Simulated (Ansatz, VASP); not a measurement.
Pd in VASP and in Ansatz

Contents of POSCAR:

```
Pd
1.0
   -1.5826937604      1.5826937604      1.5826937604
    1.5826937604     -1.5826937604      1.5826937604
    1.5826937604      1.5826937604     -1.5826937604
Pd
1
Direct
    0.0000000000      0.0000000000      0.0000000000
```

Contents of INCAR.step1:

```
SYSTEM = Pd
PREC     = Accurate       ! precision mode
ENCUT    = 520            ! plane-wave cutoff, eV
EDIFF    = 1E-5           ! SCF threshold, eV
ISMEAR   = -1             ! smearing method
SIGMA    = 0.05           ! smearing width, eV
LREAL    = .FALSE.        ! projectors in reciprocal space
LASPH    = .TRUE.         ! aspherical terms in the spheres
NELM     = 80             ! most SCF steps
ALGO     = Normal         ! electronic algorithm
ISIF     = 2              ! what is computed and relaxed
LWAVE    = .TRUE.         ! write WAVECAR
LCHARG   = .FALSE.        ! write CHGCAR
NBANDS   = 11             ! bands
GGA      = PE             ! functional
```

INCAR.step2

```
SYSTEM = Pd
PREC     = Accurate       ! precision mode
ENCUT    = 520            ! plane-wave cutoff, eV
EDIFF    = 1E-6           ! SCF threshold, eV
ISMEAR   = -1             ! smearing method
SIGMA    = 0.05           ! smearing width, eV
LREAL    = .FALSE.        ! projectors in reciprocal space
LASPH    = .TRUE.         ! aspherical terms in the spheres
NELM     = 80             ! most SCF steps
ALGO     = Normal         ! electronic algorithm
ISIF     = 2              ! what is computed and relaxed
LWAVE    = .FALSE.        ! write WAVECAR
LCHARG   = .FALSE.        ! write CHGCAR
GGA      = PE             ! functional
LHFCALC  = .TRUE.         ! exact exchange
HFSCREEN = 0.2079         ! screening, 1/A
PRECFOCK = Normal       
NBANDS   = 11             ! bands
ISTART   = 1
```

The input KPOINTS:

```
Automatic mesh
0
G
  8 8 8
  0 0 0
```

input

```
crystal:
  lattice:
    - [-1.5826937604, 1.5826937604, 1.5826937604]
    - [1.5826937604, -1.5826937604, 1.5826937604]
    - [1.5826937604, 1.5826937604, -1.5826937604]
  atoms:
    - { symbol: Pd, position: [0.0, 0.0, 0.0] }
hamiltonian:
  xc: hse06
  pseudopotentials: { kind: paw }
kpoints:
  mp_grid: { grid: [8, 8, 8] }
scf:
  occupations: { method: fermi_dirac, width: 0.05 }
output:
  forces: true
  stress: true
  eigenvalues: true
```

Alike in both runs: task single point; functional HSE06; k mesh 8 × 8 × 8; occupations fermi-dirac, width 0.05 eV; no spin polarisation.

|  | VASP | Ansatz |
| --- | --- | --- |
| version | VASP 6.6.1 | Ansatz 0.2.0 |
| potentials or method | VASP PAW PBE potentials, release 64 (Pd) | Ansatz PAW |
| plane-wave cutoff (eV) | 520 | 420 |
| valence electrons in the cell | 10 | 18 |

```csv
,VASP,Ansatz,Ansatz less VASP
gap on the k mesh at the Fermi level (eV),none,none,-
pressure (GPa),-6.8,-7.2,-0.35
```

A gap of «none» marks a metal or a gap that the smearing closes. VASP's potentials hold 10 valence electrons a cell and Ansatz's 18, so a difference there can come from the potentials and not from the codes.
